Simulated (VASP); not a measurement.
# C (C2) in VASP: a series of runs

Runs on C. Level: PBE. Tasks: single point.

Program: VASP 6.6.1. These are calculated values, not measurements. Logs are shortened: lines on timing, memory, paths and dates and some standing lists are left out, and cuts for length are marked.

## Step 1: The cell of the first run

Symmetry: C2, No. 5, monoclinic system. Conventional cell: a = 2.518 Å, b = 4.361 Å, c = 16.617 Å, α = 90.00°, β = 91.74°, γ = 90.00°. Within 2.1 Å of C (site symmetry 1) lie 4 C at 1.54 Å. C (site symmetry 1) has 4 C at 1.54 Å within 2.1 Å. Within 2.1 Å of C (site symmetry 1) lie 4 C at 1.54 Å. Within 2.1 Å of C (site symmetry 1) lie 4 C at 1.54 Å. C (site symmetry 1) has 4 C at 1.54 to 1.57 Å within 2.1 Å. C (site symmetry 1) has 4 C at 1.54 to 1.57 Å within 2.1 Å. C (site symmetry 1) has 4 C at 1.54 to 1.65 Å within 2.1 Å. C (site symmetry 1) has 4 C at 1.54 to 1.57 Å within 2.1 Å.

## Step 2: Single point, PBE (the part above a cut slid along it)

INCAR reads:

```
SYSTEM = C
  PREC = Accurate
  ENCUT = 520
  EDIFF = 1E-6
  ISMEAR = 0
  SIGMA = 0.05
  LREAL = Auto
  LASPH = .TRUE.
  NELM = 80
  ALGO = Normal
  ISIF = 2
  LWAVE = .FALSE.
  LCHARG = .FALSE.
  GGA = PE
  NBANDS = 46
```

KPOINTS reads:

```
Automatic mesh
0
G
  10 10 2
  0 0 0
```

POSCAR reads:

```
C
1.0
   -2.5180184914      0.0000000000      0.0000000000
   -1.2590092457     -2.1806679808      0.0000000000
   -0.5036036983      0.0000000000     16.6091763648
C
16
Direct
   -0.1342968164      0.0000000000      0.6714840821
   -0.0342968164      0.0000000000      0.1714840821
   -0.1842968164      1.0000000000      0.9214840821
   -0.0842968164      1.0000000000      0.4214840821
   -0.1657031836      0.0000000000      0.8285159179
   -0.0657031836      0.0000000000      0.3285159179
   -0.0157031836      1.0000000000      0.0785159179
   -0.1157031836      1.0000000000      0.5785159179
    0.1927804771      0.3333333333      0.7027642813
    0.2927804771      0.3333333333      0.2027642813
    0.4761138104      0.6666666667      0.9527642813
    0.5761138104      0.6666666667      0.4527642813
    0.1738861896      0.3333333333      0.7972357187
    0.2738861896      0.3333333333      0.2972357187
    0.6572195229      0.6666666667      0.0472357187
    0.5572195229      0.6666666667      0.5472357187
```

Potentials or basis: VASP PAW PBE potentials, release 64 (C).

On the command line:

```bash
$ cat potpaw_PBE.64/C/POTCAR > POTCAR
$ mpirun -np 1 vasp_std > vasp.out
```

OUTCAR:

```text
SYSTEM = C
   PREC = Accurate
   ENCUT = 520
   EDIFF = 1E-6
   ISMEAR = 0
   LREAL = Auto
   LASPH = .TRUE.
   NELM = 80
   ISIF = 2
   GGA = PE

 ion  position               nearest neighbor table
   1  0.866  0.000  0.671-   9 1.54   9 1.54   9 1.54   8 1.54
   2  0.966  0.000  0.171-  10 1.54  10 1.54  10 1.54   7 1.54
   3  0.816  0.000  0.921-  11 1.54  11 1.54  11 1.54   5 1.54
   4  0.916  0.000  0.421-  12 1.54  12 1.54  12 1.54   6 1.54
   5  0.834  0.000  0.829-  13 1.54  13 1.54  13 1.54   3 1.54
   6  0.934  0.000  0.329-  14 1.54  14 1.54  14 1.54   4 1.54
[... 8 lines left out ...]
  15  0.657  0.667  0.047-   7 1.54   7 1.54   7 1.54  11 1.65
  16  0.557  0.667  0.547-   8 1.54   8 1.54   8 1.54  12 1.57

  LATTYP: Found a base centered monoclinic cell.
 ALAT       =     2.5180184914
 B/A-ratio  =     1.7320508076
 C/A-ratio  =     6.5991610085
 COS(beta)  =    -0.0303068829

  Lattice vectors:

 A1 = (   1.2590092457,  -2.1806679808,   0.0000000000)
 A2 = (   1.2590092457,   2.1806679808,   0.0000000000)
 A3 = (  -0.5036036983,   0.0000000000,  16.6091763648)

Analysis of symmetry for initial positions (statically):
=====================================================================
 Subroutine PRICEL returns:
 Original cell was already a primitive cell.

 Routine SETGRP: Setting up the symmetry group for a
 base centered monoclinic supercell.

 Subroutine GETGRP returns: Found  2 space group operations
 (whereof  1 operations were pure point group operations)
 out of a pool of  4 trial point group operations.

The static configuration has the point symmetry C_1 .
 The point group associated with its full space group is C_2 .

Analysis of symmetry for dynamics (positions and initial velocities):
=====================================================================
 Subroutine PRICEL returns:
 Original cell was already a primitive cell.

 Routine SETGRP: Setting up the symmetry group for a
 base centered monoclinic supercell.

 Subroutine GETGRP returns: Found  2 space group operations
 (whereof  1 operations were pure point group operations)
 out of a pool of  4 trial point group operations.

The dynamic configuration has the point symmetry C_1 .
 The point group associated with its full space group is C_2 .

 Subroutine INISYM returns: Found  2 space group operations
 (whereof  1 operations are pure point group operations),
 and found     1 'primitive' translations

----------------------------------------------------------------------------------------

                                     Primitive cell

[... 127 lines left out ...]
   TEBEG  =    0.0;   TEEND  =   0.0 temperature during run
   PSTRESS=    0.0 pullay stress
   NELECT =      64.0000    total number of electrons
   NUPDOWN=      -1.0000    fix difference up-down
   EMIN   =  10.00;   EMAX   =-10.00  energy-range for DOS
   EFERMI =   0.00;   METHOD = LEGACY
   ISMEAR =     0;   SIGMA  =   0.05  broadening in eV -4-tet -1-fermi 0-gaus
   EFERMI_NEDOS =   21; number of points for ismear=-14 and -15
   IALGO  =     38    algorithm
   IMIX   =      4    mixing-type and parameters
     AMIX     =   0.40;   BMIX     =  1.00
     AMIX_MAG =   1.60;   BMIX_MAG =  1.00
  volume/ion in A,a.u.               =       5.70        38.47
  Fermi-wavevector in a.u.,A,eV,Ry     =   1.454798  2.749169 28.795869  2.116437
  Thomas-Fermi vector in A             =   2.571907
   LORBIT       =      0    0 simple, 1 ext, 2 COOP (PROOUT), +10 PAW based schemes
   GGA     = PE    functional components
   LHFCALC =     F    Hartree Fock is set to
   AEXX    =    0.0000 exact exchange contribution
   IVDW    =     0    specifies the selected vdW correction
   LEPSILON=     F    determine dielectric tensor
   LRPA    =     F    only Hartree local field effects (RPA)
 non-spin polarized calculation
 Gauss-broadening in eV      SIGMA  =   0.05
  energy-cutoff  :      520.00
  volume of cell :       91.20
 maximum number of plane-waves:      2482
   NGX =  9   NGY =  9   NGZ = 61

 number of electron      63.9999999 magnetization

 Free energy of the ion-electron system (eV)
  ---------------------------------------------------
  ext. energy  EPLUGINS =         0.00000000
  ---------------------------------------------------
  free energy    TOTEN  =      -144.41151788 eV

  energy without entropy =     -144.41151788  energy(sigma->0) =     -144.41151788

 E-fermi :  10.2217     XC(G=0): -13.2344

 val. band max:        9.9370741498   @ k =   0.0000   0.0000   0.0000
 cond. band min:      13.9314363572   @ k =  -0.4000   0.3000   0.0000
 fundamental gap:      3.9943622074
 Fermi energy:        10.2216953101

 k-point     1 :       0.0000    0.0000    0.0000
  band No.  band energies     occupation
      1     -11.7606      2.00000
      2     -11.3371      2.00000
      3     -11.3335      2.00000
      4     -10.1324      2.00000
      5     -10.0088      2.00000
      6      -8.0565      2.00000
[... 1117 lines left out ...]
     43      20.5764      0.00000
     44      21.4193      0.00000

 [... further k-points ...]

 [bands above 44 left out]

------------------------ aborting loop because EDIFF is reached ----------------------------------------

  FORCE on cell =-STRESS in cart. coord.  units (eV):
  Direction    XX          YY          ZZ          XY          YZ          ZX
  --------------------------------------------------------------------------------------
  -------------------------------------------------------------------------------------
  Total       -0.9001928      0.7515311      1.2314824      0.0000000      0.0000000      7.3931880
  in kB      -15.8142846     13.2026457     21.6342702      0.0000000      0.0000000    129.8810445
  external PRESSURE =       6.3408771 kB  Pullay stress =       0.0000000 kB

 VOLUME and BASIS-vectors are now :
 -----------------------------------------------------------------------------
  energy-cutoff  :      520.00
  volume of cell :       91.20
      direct lattice vectors                 reciprocal lattice vectors
    -2.518018491  0.000000000  0.000000000    -0.397137671  0.229287541 -0.012041536
    -1.259009246 -2.180667981  0.000000000     0.000000000 -0.458575083  0.000000000
    -0.503603698  0.000000000 16.609176365     0.000000000  0.000000000  0.060207681

 POSITION                                       TOTAL-FORCE (eV/Angst)
 -----------------------------------------------------------------------------------
     -2.51802      0.00000     11.15280        -0.002616     -0.001401     -0.003266
     -2.51802      0.00000      2.84821         0.331764     -0.039083      0.095627
     -2.51802      0.00000     15.30509        -0.010507     -0.197926      0.010200
     -2.51802      0.00000      7.00050         0.004606     -0.000844      0.000622
     -2.51802      0.00000     13.76097        -0.331764     -0.039083     -0.095627
     -2.51802      0.00000      5.45638         0.002616     -0.001401      0.003266
[... 8 lines left out ...]
     -2.51802     -1.45378      0.78455         3.262919      0.241583      0.178905
     -2.51802     -1.45378      9.08913         0.000585      0.002527     -0.007880
 -----------------------------------------------------------------------------------
    total drift:                                0.000000      0.023261     -0.000000

  FREE ENERGIE OF THE ION-ELECTRON SYSTEM (eV)
  ---------------------------------------------------
  free  energy   TOTEN  =      -144.4115178804 eV

  energy  without entropy=     -144.4115178804  energy(sigma->0) =     -144.41151788
```

OSZICAR:

```text
N       E                     dE             d eps       ncg     rms          rms(c)
DAV:   1     0.180030543836E+03    0.18003E+03   -0.34075E+04  5704   0.136E+03
DAV:   2    -0.136038615764E+03   -0.31607E+03   -0.29874E+03  7264   0.265E+02
DAV:   3    -0.149181470509E+03   -0.13143E+02   -0.13043E+02  7408   0.504E+01
DAV:   4    -0.149377814841E+03   -0.19634E+00   -0.19570E+00  7472   0.631E+00
DAV:   5    -0.149382026101E+03   -0.42113E-02   -0.42073E-02  7214   0.895E-01    0.155E+01
DAV:   6    -0.145649689570E+03    0.37323E+01   -0.25265E+00  6642   0.674E+00    0.925E+00
DAV:   7    -0.144409060637E+03    0.12406E+01   -0.32179E+00  6572   0.777E+00    0.192E+00
DAV:   8    -0.144411154382E+03   -0.20937E-02   -0.97687E-02  7186   0.138E+00    0.179E-01
DAV:   9    -0.144411376271E+03   -0.22189E-03   -0.43178E-03  7258   0.330E-01    0.510E-02
DAV:  10    -0.144411452672E+03   -0.76401E-04   -0.31711E-04  7156   0.880E-02    0.353E-02
DAV:  11    -0.144411501216E+03   -0.48544E-04   -0.50133E-05  7318   0.393E-02    0.149E-02
DAV:  12    -0.144411517912E+03   -0.16696E-04   -0.20272E-05  6904   0.245E-02    0.436E-03
DAV:  13    -0.144411517880E+03    0.31338E-07   -0.12597E-06  5204   0.625E-03
   1 F= -.14441152E+03 E0= -.14441152E+03  d E =-.119296E-17
```

stdout:

```text
POSCAR found type information on POSCAR C
 POSCAR found :  1 types and      16 ions
 scaLAPACK will be used
 LDA part: xc-table for (Slater+PW92), standard interpolation
 POSCAR, INCAR and KPOINTS ok, starting setup
 FFT: planning ... GRIDC
 FFT: planning ... GRID_SOFT
 FFT: planning ... GRID
 WAVECAR not read
 entering main loop
```

Run time: 2.9 min. Hardware: 1 thread of Intel Xeon 6975P-C (Granite Rapids), shared host; peak memory 0.3 GiB.

What came out:

```
Free energy            : -144.4115 eV
Pressure               : 0.6 GPa
Largest force          : 3.277 eV/Å
Band gap on the k mesh : 3.99 eV (least direct gap 5.07 eV)
```

Forces in eV/Å, atoms in the order of the input:
```
C   -0.003 -0.001 -0.003
C    0.332 -0.039  0.096
C   -0.011 -0.198  0.010
C    0.005 -0.001  0.001
C   -0.332 -0.039 -0.096
C    0.003 -0.001  0.003
C    0.011 -0.198 -0.010
C   -0.005 -0.001 -0.001
C   -0.027 -0.003 -0.012
C    0.002 -0.002 -0.009
C   -3.263  0.242 -0.179
C   -0.001  0.003  0.008
C   -0.002 -0.002  0.009
C    0.027 -0.003  0.012
C    3.263  0.242  0.179
C    0.001  0.003 -0.008
```

Caveat: the cell differs from its parent crystal (the part above a cut slid along it); forces of over 1 eV/Å act on the atoms, so gaps and moduli don't describe the material at rest. A k mesh can miss the band edges.

[end of part 1 of 2]
